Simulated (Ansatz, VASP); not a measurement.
# SnO in VASP and in Ansatz

File INCAR:

```
SYSTEM = SnO
PREC = Accurate
ENCUT = 520
EDIFF = 1E-8
ISMEAR = -1
SIGMA = 0.01
LREAL = .False.
LASPH = .True.
NELM = 60
ALGO = Normal
ISIF = 2
LWAVE = .False.
LCHARG = .False.
GGA = PE
LEFG = .True.
NBANDS = 28
```

KPOINTS

```
regular mesh
0
Gamma
  8 8 6
  0 0 0
```

File POSCAR:

```
SnO
1.0
    3.8020000000      0.0000000000      0.0000000000
    0.0000000000      3.8020000000      0.0000000000
    0.0000000000      0.0000000000      4.6909200000
Sn O
2 2
Direct
    0.0000000000      0.5000000000      0.2385000000
    0.5000000000      0.0000000000      0.7615000000
    0.0000000000      0.0000000000      0.0000000000
    0.5000000000      0.5000000000      0.0000000000
```

Input for Ansatz:

```yaml
crystal:
  lattice:
    - [3.802, 0.0, 0.0]
    - [0.0, 3.802, 0.0]
    - [0.0, 0.0, 4.69092]
  atoms:
    - { symbol: Sn, position: [0.0, 0.5, 0.2385] }
    - { symbol: Sn, position: [0.5, 0.0, 0.7615] }
    - { symbol: O, position: [0.0, 0.0, 0.0] }
    - { symbol: O, position: [0.5, 0.5, 0.0] }
kpoints:
  mp_grid: { grid: [8, 8, 6] }
scf:
  occupations: { method: fermi_dirac, width: 0.01 }
hamiltonian:
  xc: pbe
  pseudopotentials: { kind: paw }
output:
  forces: true
  stress: true
  eigenvalues: true
  efg: { contact_densities: true }
  write_density: true
  write_potential: true
  elf: true
  volumetric_format: npy
```

Change from the starting cell: zz strain of -3 %, PAW files.

Alike in both runs: task electric field gradients; functional PBE; k mesh 8 × 8 × 6; occupations fermi-dirac, width 0.01 eV; no spin polarisation.

|  | VASP | Ansatz |
| --- | --- | --- |
| version | VASP 6.6.1 | Ansatz 0.2.0 |
| potentials or method | VASP PAW PBE potentials, release 64 (Sn_d, O) | PAW with Ansatz's default frozen-core files, scalar-relativistic |
| plane-wave cutoff (eV) | 520 | 420 |
| valence electrons in the cell | 40 | 40 |

|  | VASP | Ansatz | Ansatz less VASP |
| --- | --- | --- | --- |
| pressure (GPa) | 7.3 | 7.0 | -0.28 |
| traceless stress, the component that is largest in VASP (GPa) | 0.07 | 0.07 | 0.000 |
| rms of the force components (eV/Å) | 0.404 | 0.367 | -0.0373 |
| size of Vzz on the site where it differs most (V/Å²) | 162.2 | 171.6 | +9.36 |

Atom by atom the forces differ by 0.037 eV/Å (rms over components). The functional is the same, so the differences come from potentials, cutoffs and numerics.
